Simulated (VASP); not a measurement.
Input of a VASP 6.6.1 run:

Contents of INCAR:

```
ALGO = Normal ; EDIFF = 1E-6
ENCUT = 520 ; GGA = PS
ISIF = 2 ; ISMEAR = -1
LASPH = T ; LCHARG = F
LREAL = F ; LWAVE = F
NBANDS = 38 ; NELM = 60
PREC = Accurate ; SIGMA = 0.03
```

The input KPOINTS:

```
k-points
0
Gamma
  4 4 4
```

File POSCAR:

```
CaSiI6
1.0
    0.0000000000      5.7328458322      5.7328458322
    5.7328458322      0.0000000000      5.7328458322
    5.7328458322      5.7328458322      0.0000000000
Ca Si I
1 1 6
Direct
    0.5000000000      0.5000000000      0.5000000000
    0.0000000000      0.0000000000      0.0000000000
    0.7671040333      0.2328959667      0.2328959667
    0.2328959667      0.7671040333      0.7671040333
    0.2328959667      0.7671040333      0.2328959667
    0.7671040333      0.2328959667      0.7671040333
    0.2328959667      0.2328959667      0.7671040333
    0.7671040333      0.7671040333      0.2328959667
```

Potentials or basis: VASP PAW PBE potentials, release 64 (Ca_sv, Si, I).

The run is started by

```console
$ cat potpaw_PBE.64/Ca_sv/POTCAR potpaw_PBE.64/Si/POTCAR potpaw_PBE.64/I/POTCAR > POTCAR
$ mpirun -np 1 vasp_std > vasp.out
```

(1) What does it give for the pressure?

(2) What does it give for the band gap on the k mesh?

(3) What does it give for the largest force?

## Answers

(1) 0.0 GPa.

(2) zero (band 28 reaches 0.92 eV, above the bottom of band 29 at 0.85 eV).

(3) 0.005 eV/Å.

Caveat: the PAW data sets were made with another functional, which shifts forces and pressure a little; spin-orbit coupling is left out, which moves the levels of the heavy elements.
